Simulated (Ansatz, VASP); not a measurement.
**SrO, level by level in two programs**

```
CELL_PARAMETERS angstrom
3.52944 0.00000 0.00000
-1.76472 3.05658 0.00000
0.00000 0.00000 6.17558
ATOMIC_POSITIONS crystal
Sr 0.66667 0.33333 0.75000
Sr 0.33333 0.66667 0.25000
O 0.00000 0.00000 0.50000
O 0.00000 0.00000 0.00000
```

Single points on this cell with VASP 6.6.1 and Ansatz 0.2.0. Each row is one pair of runs. Alike in all rows: spin: off; k mesh: 9 × 9 × 5; smearing: fermi-dirac, width 0.05 eV.

| level | VASP's potentials, cutoff | Ansatz's potentials, cutoff | gap on the k mesh at the Fermi level (eV), VASP | gap on the k mesh at the Fermi level (eV), Ansatz | least direct gap on the mesh (eV), VASP | least direct gap on the mesh (eV), Ansatz | pressure (GPa), VASP | pressure (GPa), Ansatz |
| --- | --- | --- | --- | --- | --- | --- | --- | --- |
| LDA | VASP PAW LDA potentials, release 64 (Sr_sv, O), 520 eV | Ansatz PAW, 420 eV | 2.92 | 2.97 | 2.99 | 2.98 | -3.3 | -4.0 |
| PBEsol | VASP PAW PBE potentials, release 64 (Sr_sv, O), 520 eV | Ansatz PAW, 420 eV | 2.99 | 3.03 | 3.04 | 3.05 | -0.1 | -0.7 |
| r2SCAN | VASP PAW PBE potentials, release 64 (Sr_sv, O), 520 eV | Ansatz PAW, 500 eV | 3.53 | 3.57 | 3.78 | 3.78 | 2.0 | 1.4 |

Gap on the k mesh at the fermi level (eV): the two programs differ by at most 0.046; least direct gap on the mesh (eV): the two programs differ by at most 0.009; pressure (GPa): the two programs differ by at most 0.71.

Noted on Ansatz's runs: odd divisions of the mesh miss points on the zone boundary, where band edges often lie, so the gap on the mesh can be too wide.
